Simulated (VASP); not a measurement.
Runs of VASP 6.6.1 on LiNbO3. The structure is that of space group P6/mmm (No. 191), or close to it. The cells are those of the table. 

```tsv
task	spin	cell	k mesh	cutoff (eV)	gap on the mesh (eV)	pressure (GPa)	relaxed volume (Å³/atom)
relaxation of cell and atoms	off	relaxed from a = 4.193, b = 4.193, c = 5.629 Å, angles 90.0, 90.0, 120.0°, 5 atoms	12 × 12 × 8	600	none	0.0	17.10
single point	collinear, zero start	a = 3.331, b = 3.331, c = 5.872 Å, angles 90.0, 90.0, 120.0°, 5 atoms	6 × 6 × 4	520	none	-	-
relaxation of cell and atoms	off	relaxed from a = 3.331, b = 3.331, c = 5.872 Å, angles 90.0, 90.0, 120.0°, 5 atoms	6 × 6 × 4	600	none	0.0	(a)
single point	off	a = 4.193, b = 4.193, c = 5.629 Å, angles 90.0, 90.0, 120.0°, 5 atoms	6 × 6 × 4	520	none	-	-
single point	off	a = 4.195, b = 4.195, c = 5.634 Å, angles 90.0, 90.0, 120.0°, 5 atoms	12 × 12 × 8	520	none	-	-
single point	off	a = 3.331, b = 3.331, c = 5.872 Å, angles 90.0, 90.0, 120.0°, 5 atoms	6 × 6 × 4	520	none	-	-
```

Alike in all rows: level PBE; potentials or basis VASP PAW PBE potentials, release 64 (Li_sv, Nb_sv, O); smearing gaussian 0.1 eV.

Q: Estimate the missing entries.

A: (a) 16.74.

Caveats: some runs use coarse meshes; the cutoff is under 1.25 times the usual one of these potentials, so pressure, stress and relaxed cells hold a basis-set (Pulay) error; the volume moved by over 15 % at a fixed basis, so the end points are rough (some runs).

A k mesh can miss the band edges, and the runs leave out spin-orbit coupling on Nb.

A gap of «none» marks levels without a gap at the run's occupations.
